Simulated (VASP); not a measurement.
# AlP (a.bA) (F-43m) in VASP: further runs

Runs on AlP (a.bA). Level: PBEsol. Tasks: single point, relaxation of cell and atoms.

Everything below comes from runs of VASP 6.6.1. Logs are shortened: lines on timing, memory, paths and dates and some standing lists are left out, and cuts for length are marked.

### 1 The cell of the first run

Symmetry: F-43m, No. 216, cubic system. The conventional cell has a = 5.470 Å, b = 5.470 Å, c = 5.470 Å, α = 90.00°, β = 90.00°, γ = 90.00°. Within 3.1 Å of Al (site symmetry -43m) lie 4 P at 2.37 Å. P (site symmetry -43m) has 4 Al at 2.37 Å within 3.1 Å.

### 2 Single point, PBEsol

File INCAR:

```
SYSTEM = AlP
  PREC = Accurate
  ENCUT = 500
  EDIFF = 1E-6
  ISMEAR = 0
  SIGMA = 0.1
  LREAL = .False.
  LASPH = .True.
  NELM = 120
  ALGO = Normal
  ISIF = 2
  LWAVE = .False.
  LCHARG = .True.
  GGA = PS
  LELF = .True.
  LVHAR = .True.
  NBANDS = 11
  GGA_COMPAT = .False.
```

File KPOINTS:

```
Automatic mesh
0
Gamma
  6 6 6
  0 0 0
```

File POSCAR:

```
AlP
1.0
    0.0000000000      2.7350000000      2.7350000000
    2.7350000000      0.0000000000      2.7350000000
    2.7350000000      2.7350000000      0.0000000000
Al P
1 1
Direct
    0.0000000000      0.0000000000      0.0000000000
    0.2500000000      0.2500000000      0.2500000000
```

Potentials or basis: VASP PAW PBE potentials, release 64 (Al, P).

The run is started by

```
$ cat potpaw_PBE.64/Al/POTCAR potpaw_PBE.64/P/POTCAR > POTCAR
$ mpirun -np 1 vasp_std > vasp.out
```

OUTCAR:

```text
SYSTEM = AlP
   PREC = Accurate
   ENCUT = 500
   EDIFF = 1E-6
   ISMEAR = 0
   LREAL = .False.
   LASPH = .True.
   NELM = 120
   ISIF = 2
   GGA = PS

 ion  position               nearest neighbor table
   1  0.000  0.000  0.000-   2 2.37   2 2.37   2 2.37   2 2.37
   2  0.250  0.250  0.250-   1 2.37   1 2.37   1 2.37   1 2.37

  LATTYP: Found a face centered cubic cell.
 ALAT       =     5.4700000000

  Lattice vectors:

 A1 = (   0.0000000000,   2.7350000000,   2.7350000000)
 A2 = (   2.7350000000,   0.0000000000,   2.7350000000)
 A3 = (   2.7350000000,   2.7350000000,   0.0000000000)

Analysis of symmetry for initial positions (statically):
=====================================================================
 Subroutine PRICEL returns:
 Original cell was already a primitive cell.

 Routine SETGRP: Setting up the symmetry group for a
 face centered cubic supercell.

 Subroutine GETGRP returns: Found 24 space group operations
 (whereof 24 operations were pure point group operations)
 out of a pool of 48 trial point group operations.

The static configuration has the point symmetry T_d .

Analysis of symmetry for dynamics (positions and initial velocities):
=====================================================================
 Subroutine PRICEL returns:
 Original cell was already a primitive cell.

 Routine SETGRP: Setting up the symmetry group for a
 face centered cubic supercell.

 Subroutine GETGRP returns: Found 24 space group operations
 (whereof 24 operations were pure point group operations)
 out of a pool of 48 trial point group operations.

The dynamic configuration has the point symmetry T_d .

 Subroutine INISYM returns: Found 24 space group operations
 (whereof 24 operations are pure point group operations),
 and found     1 'primitive' translations

----------------------------------------------------------------------------------------

                                     Primitive cell

  volume of cell :      40.9168

  direct lattice vectors                    reciprocal lattice vectors
     0.000000000  2.735000000  2.735000000    -0.182815356  0.182815356  0.182815356
     2.735000000  0.000000000  2.735000000     0.182815356 -0.182815356  0.182815356
     2.735000000  2.735000000  0.000000000     0.182815356  0.182815356 -0.182815356

  length of vectors
     3.867874093  3.867874093  3.867874093     0.316645486  0.316645486  0.316645486

  position of ions in fractional coordinates (direct lattice)
     0.000000000  0.000000000  0.000000000
     0.250000000  0.250000000  0.250000000

  ion indices of the primitive-cell ions
   primitive index   ion index
                 1           1
                 2           2

----------------------------------------------------------------------------------------

 KPOINTS: Automatic mesh

Automatic generation of k-mesh.
 Grid dimensions read from file:
 generate k-points for:    6    6    6

 Generating k-lattice:

  Cartesian coordinates                     Fractional coordinates (reciprocal lattice)
    -0.030469226  0.030469226  0.030469226     0.166666667  0.000000000  0.000000000
     0.030469226 -0.030469226  0.030469226     0.000000000  0.166666667  0.000000000
     0.030469226  0.030469226 -0.030469226     0.000000000  0.000000000  0.166666667

  Length of vectors
     0.052774248  0.052774248  0.052774248

  Shift w.r.t. Gamma in fractional coordinates (k-lattice)
     0.000000000  0.000000000  0.000000000

 Subroutine IBZKPT returns following result:
 ===========================================

 Found     16 irreducible k-points:

 Following reciprocal coordinates:
            Coordinates               Weight
  0.000000  0.000000  0.000000      1.000000
  0.166667  0.000000  0.000000      8.000000
  0.333333  0.000000  0.000000      8.000000
  0.500000  0.000000  0.000000      4.000000
  0.166667  0.166667  0.000000      6.000000
  0.333333  0.166667  0.000000     24.000000
[... 8 lines left out ...]
 -0.333333  0.333333  0.166667     24.000000
 -0.333333  0.500000  0.166667     12.000000
   k-points           NKPTS =     16   k-points in BZ     NKDIM =     16   number of bands    NBANDS=     11
   number of dos      NEDOS =    301   number of ions     NIONS =      2
   total plane-waves  NPLWV =  21952
   dimension x,y,z NGX =    28 NGY =   28 NGZ =   28
   dimension x,y,z NGXF=    56 NGYF=   56 NGZF=   56
   ions per type =               1   1
   NGX,Y,Z   is equivalent  to a cutoff of  12.03, 12.03, 12.03 a.u.
   NGXF,Y,Z  is equivalent  to a cutoff of  24.07, 24.07, 24.07 a.u.
 SYSTEM =  AlP
   PREC   = accura    normal or accurate (medium, high low for compatibility)
   ISTART =      0    job   : 0-new  1-cont  2-samecut
   ICHARG =      2    charge: 1-file 2-atom 10-const
   ISPIN  =      1    spin polarized calculation?
   LNONCOLLINEAR =      F non collinear calculations
   LSORBIT =      F    spin-orbit coupling
   LASPH  =      T    aspherical Exc in radial PAW
   ENCUT  =  500.0 eV  36.75 Ry    6.06 a.u.   7.05  7.05  7.05*2*pi/ulx,y,z
   NELM   =    120;   NELMIN=  2; NELMDL= -5     # of ELM steps
   EDIFF  = 0.1E-05   stopping-criterion for ELM
   LREAL  =      F    real-space projection
   EDIFFG = 0.1E-04   stopping-criterion for IOM
   NSW    =      0    number of steps for IOM
   IBRION =     -1    ionic relax: 0-MD 1-quasi-New 2-CG
   NFREE  =      0    steps in history (QN), initial steepest desc. (CG)
   ISIF   =      2    stress and relaxation
   ISYM   =      2    0-nonsym 1-usesym 2-fastsym
   POTIM  = 0.5000    time-step for ionic-motion
   TEBEG  =    0.0;   TEEND  =   0.0 temperature during run
   PSTRESS=    0.0 pullay stress
   NELECT =       8.0000    total number of electrons
   NUPDOWN=      -1.0000    fix difference up-down
   EMIN   =  10.00;   EMAX   =-10.00  energy-range for DOS
   EFERMI =   0.00;   METHOD = LEGACY
   ISMEAR =     0;   SIGMA  =   0.10  broadening in eV -4-tet -1-fermi 0-gaus
   EFERMI_NEDOS =   21; number of points for ismear=-14 and -15
   IALGO  =     38    algorithm
   IMIX   =      4    mixing-type and parameters
     AMIX     =   0.40;   BMIX     =  1.00
     AMIX_MAG =   1.60;   BMIX_MAG =  1.00
  volume/ion in A,a.u.               =      20.46       138.06
  Fermi-wavevector in a.u.,A,eV,Ry     =   0.950176  1.795573 12.283814  0.902835
  Thomas-Fermi vector in A             =   2.078528
   LORBIT       =      0    0 simple, 1 ext, 2 COOP (PROOUT), +10 PAW based schemes
   GGA     = PS    functional components
   LHFCALC =     F    Hartree Fock is set to
   AEXX    =    0.0000 exact exchange contribution
   IVDW    =     0    specifies the selected vdW correction
   LEPSILON=     F    determine dielectric tensor
   LRPA    =     F    only Hartree local field effects (RPA)
 non-spin polarized calculation
 Gauss-broadening in eV      SIGMA  =   0.10
  energy-cutoff  :      500.00
  volume of cell :       40.92
 maximum number of plane-waves:      1056
   NGX = 15   NGY = 15   NGZ = 15

 number of electron       8.0000000 magnetization

 Free energy of the ion-electron system (eV)
  ---------------------------------------------------
  ext. energy  EPLUGINS =         0.00000000
  ---------------------------------------------------
  free energy    TOTEN  =       -10.98686458 eV

  energy without entropy =      -10.98686458  energy(sigma->0) =      -10.98686458

 E-fermi :   4.9195     XC(G=0):  -9.3422

 val. band max:        4.4900545859   @ k =   0.0000   0.0000   0.0000
 cond. band min:       5.9354125562   @ k =   0.5000   0.5000   0.0000
 fundamental gap:      1.4453579703
 Fermi energy:         4.9195318269

 k-point     1 :       0.0000    0.0000    0.0000
  band No.  band energies     occupation
      1      -7.0068      2.00000
      2       4.4901      2.00000
      3       4.4901      2.00000
      4       4.4901      2.00000
      5       7.6460      0.00000
      6       8.9912      0.00000
      7       8.9912      0.00000
      8       8.9912      0.00000
      9      13.2832      0.00000
     10      13.2832      0.00000
     11      14.5438      0.00000

 k-point     2 :       0.1667    0.0000    0.0000
  band No.  band energies     occupation
      1      -6.7033      2.00000
      2       2.5980      2.00000
      3       4.2464      2.00000
      4       4.2464      2.00000
      5       8.0097      0.00000
      6       9.4252      0.00000
      7       9.4252      0.00000
      8      10.0474      0.00000
      9      12.6154      0.00000
     10      12.6154      0.00000
     11      15.1263      0.00000

 k-point     3 :       0.3333    0.0000    0.0000
  band No.  band energies     occupation
      1      -5.9118      2.00000
      2       0.1269      2.00000
      3       3.8746      2.00000
      4       3.8746      2.00000
      5       7.4390      0.00000
      6       9.4666      0.00000
      7       9.4666      0.00000
      8      12.2592      0.00000
      9      13.5478      0.00000
     10      13.5478      0.00000
     11      14.6165      0.00000

 k-point     4 :       0.5000    0.0000    0.0000
  band No.  band energies     occupation
      1      -5.3210      2.00000
      2      -1.0690      2.00000
      3       3.7251      2.00000
      4       3.7251      2.00000
      5       7.2002      0.00000
      6       9.2333      0.00000
      7       9.2333      0.00000
      8      12.5522      0.00000
      9      15.9844      0.00000
     10      15.9844      0.00000
     11      16.1331      0.00000
[... 127 lines left out ...]
 k-point    14 :       0.5000    0.3333    0.1667
  band No.  band energies     occupation
      1      -5.2848      2.00000
      2       0.0512      2.00000
      3       1.7900      2.00000
      4       2.8846      2.00000
      5       8.2435      0.00000
      6       9.2351      0.00000
      7       9.9020      0.00000
      8      12.6326      0.00000
      9      13.7517      0.00000
     10      15.8687      0.00000
     11      17.7854      0.00000

 k-point    15 :      -0.3333    0.3333    0.1667
  band No.  band energies     occupation
      1      -4.8214      2.00000
      2      -0.5168      2.00000
      3       1.3320      2.00000
      4       2.4879      2.00000
      5       8.4383      0.00000
      6       9.3682      0.00000
      7      11.2953      0.00000
      8      12.0515      0.00000
      9      13.2874      0.00000
     10      16.3108      0.00000
     11      17.3315      0.00000

 k-point    16 :      -0.3333    0.5000    0.1667
  band No.  band energies     occupation
      1      -4.6194      2.00000
      2      -0.5626      2.00000
      3       1.5539      2.00000
      4       1.7933      2.00000
      5       7.6944      0.00000
      6       8.7167      0.00000
      7      12.0416      0.00000
      8      12.4132      0.00000
      9      15.6104      0.00000
     10      16.4174      0.00000
     11      17.6202      0.00000

------------------------ aborting loop because EDIFF is reached ----------------------------------------

  FORCE on cell =-STRESS in cart. coord.  units (eV):
  Direction    XX          YY          ZZ          XY          YZ          ZX
  --------------------------------------------------------------------------------------
  -------------------------------------------------------------------------------------
  Total        0.0243294      0.0243294      0.0243294      0.0000000      0.0000000      0.0000000
  in kB        0.9526653      0.9526653      0.9526653      0.0000000      0.0000000      0.0000000
  external PRESSURE =       0.9526653 kB  Pullay stress =       0.0000000 kB

 VOLUME and BASIS-vectors are now :
 -----------------------------------------------------------------------------
  energy-cutoff  :      500.00
  volume of cell :       40.92
      direct lattice vectors                 reciprocal lattice vectors
     0.000000000  2.735000000  2.735000000    -0.182815356  0.182815356  0.182815356
     2.735000000  0.000000000  2.735000000     0.182815356 -0.182815356  0.182815356
     2.735000000  2.735000000  0.000000000     0.182815356  0.182815356 -0.182815356

 POSITION                                       TOTAL-FORCE (eV/Angst)
 -----------------------------------------------------------------------------------
      0.00000      0.00000      0.00000         0.000000      0.000000      0.000000
      1.36750      1.36750      1.36750        -0.000000     -0.000000     -0.000000
 -----------------------------------------------------------------------------------
    total drift:                                0.000000      0.000000      0.000000

  FREE ENERGIE OF THE ION-ELECTRON SYSTEM (eV)
  ---------------------------------------------------
  free  energy   TOTEN  =       -10.9868645758 eV

  energy  without entropy=      -10.9868645758  energy(sigma->0) =      -10.98686458
```

Run time: 11 s. Hardware: 1 thread of AMD EPYC 7R13, shared host; peak memory 0.12 GiB.

Results:

- Free energy: -10.9869 eV
- Pressure: 0.1 GPa
- Band gap on the k mesh: 1.45 eV, indirect (least direct gap 3.16 eV)

Caveat: the PAW data sets were made with another functional, which shifts forces and pressure a little. A k mesh can miss the band edges.

### 3 Single point, PBEsol

File INCAR:

```
SYSTEM = AlP
PREC = Accurate
ENCUT = 500
EDIFF = 1E-6
ISMEAR = 0
SIGMA = 0.02
LREAL = .FALSE.
LASPH = .TRUE.
NELM = 120
ALGO = Normal
ISIF = 2
LWAVE = .FALSE.
LCHARG = .TRUE.
GGA = PS
LELF = .TRUE.
LVHAR = .TRUE.
NBANDS = 11
GGA_COMPAT = .FALSE.
```

File KPOINTS:

```
regular mesh
0
G
  8 8 8
  0 0 0
```

POSCAR is that of step 2.

Potentials or basis: VASP PAW PBE potentials, release 64 (Al, P).

The run is started by

```
$ cat potpaw_PBE.64/Al/POTCAR potpaw_PBE.64/P/POTCAR > POTCAR
$ mpirun -np 1 vasp_std > vasp.out
```

It took 22 s on 1 thread of AMD EPYC 7R13, shared host; peak memory 0.12 GiB.

It converged, with:

| Property | Result |
| --- | --- |
| Free energy | -10.9952 eV |
| Pressure | 0.1 GPa |
| Band gap on the k mesh | 1.45 eV, indirect (least direct gap 3.16 eV) |

Levels at points of the mesh, in eV from the valence-band top:
| k point | band 1 | band 2 | band 3 | band 4 | band 5 | band 6 | band 7 | band 8 | band 9 |
| --- | --- | --- | --- | --- | --- | --- | --- | --- | --- |
| (0.00, 0.00, 0.00) | -11.50 | 0.00 | 0.00 | 0.00 | 3.16 | 4.50 | 4.50 | 4.50 | 8.80 |
| (0.50, 0.00, 0.00) | -9.81 | -5.56 | -0.76 | -0.76 | 2.71 | 4.75 | 4.75 | 8.07 | 11.50 |
| (0.50, 0.50, 0.00) | -9.15 | -5.32 | -2.11 | -2.11 | 1.45 | 2.37 | 10.95 | 10.95 | 11.89 |

Caveat: the PAW data sets were made with another functional, which shifts forces and pressure a little. Expect the measured gap to be larger: semilocal functionals such as PBEsol lack the derivative discontinuity.

[end of part 1 of 2]
